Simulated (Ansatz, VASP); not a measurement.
## InSe in VASP and in Ansatz

Contents of INCAR:

```
SYSTEM = InSe
PREC = Accurate
ENCUT = 520
EDIFF = 1E-7
ISMEAR = -1
SIGMA = 0.05
LREAL = .False.
LASPH = .True.
NELM = 100
ALGO = Normal
ISIF = 2
LWAVE = .False.
LCHARG = .True.
GGA = CA
LELF = .True.
LVHAR = .True.
NBANDS = 27
```

KPOINTS

```
Automatic mesh
0
Gamma
  7 7 6
  0 0 0
```

Contents of POSCAR:

```
InSe
1.0
    5.7476481863     -2.0268800245      0.0000000000
    5.7476481863      2.0268800245      0.0000000000
   -1.6999432264      0.0000000000      4.7068622790
In Se
2 2
Direct
    0.8882032500      0.8882032500      0.0468413600
    0.1117967500      0.1117967500      0.9531586400
    0.6609275900      0.6609275900      0.6689556200
    0.3390724100      0.3390724100      0.3310443800
```

Contents of input.yaml:

```yaml
crystal:
  lattice:
    - [5.7476481863, -2.0268800245, 0.0]
    - [5.7476481863, 2.0268800245, 0.0]
    - [-1.6999432264, 0.0, 4.706862279]
  atoms:
    - { symbol: In, position: [0.88820325, 0.88820325, 0.04684136] }
    - { symbol: In, position: [0.11179675, 0.11179675, 0.95315864] }
    - { symbol: Se, position: [0.66092759, 0.66092759, 0.66895562] }
    - { symbol: Se, position: [0.33907241, 0.33907241, 0.33104438] }
kpoints:
  mp_grid: { grid: [7, 7, 6] }
scf:
  occupations: { method: fermi_dirac, width: 0.05 }
hamiltonian:
  xc: lda
  pseudopotentials: { kind: all_electron, lapw: { basis_error: 0.002 } }
output:
  forces: true
  stress: true
  eigenvalues: true
```

Change from the starting cell: volume scaled by 0.96.

Alike in both runs: task single point; functional LDA; k mesh 7 × 7 × 6; occupations fermi-dirac, width 0.05 eV; no spin polarisation.

|  | VASP | Ansatz |
| --- | --- | --- |
| version | VASP 6.6.1 | Ansatz 0.2.0 |
| potentials or method | VASP PAW LDA potentials, release 64 (In_d, Se), cutoff 520 eV | all-electron LAPW, scalar-relativistic |

Ansatz gave:

| Item | Value |
| --- | --- |
| gap on the k mesh at the Fermi level (eV) | 1.07 |
| least direct gap on the mesh (eV) | 1.19 |
| pressure (GPa) | -0.8 |
| traceless stress, the component that is largest in VASP (GPa) | -0.32 |
| rms of the force components (eV/Å) | 0.104 |

What did VASP give for the same quantities?

gap on the k mesh at the Fermi level (eV): 1.08; least direct gap on the mesh (eV): 1.21; pressure (GPa): -0.6; traceless stress, the component that is largest in VASP (GPa): -0.29; rms of the force components (eV/Å): 0.116.

LDA's correlation is that of Perdew and Zunger in VASP and of Perdew and Wang (1992) in Ansatz. Atom by atom the forces differ by 0.012 eV/Å (rms over components). Ansatz ran all-electron here, and VASP with PAW potentials.
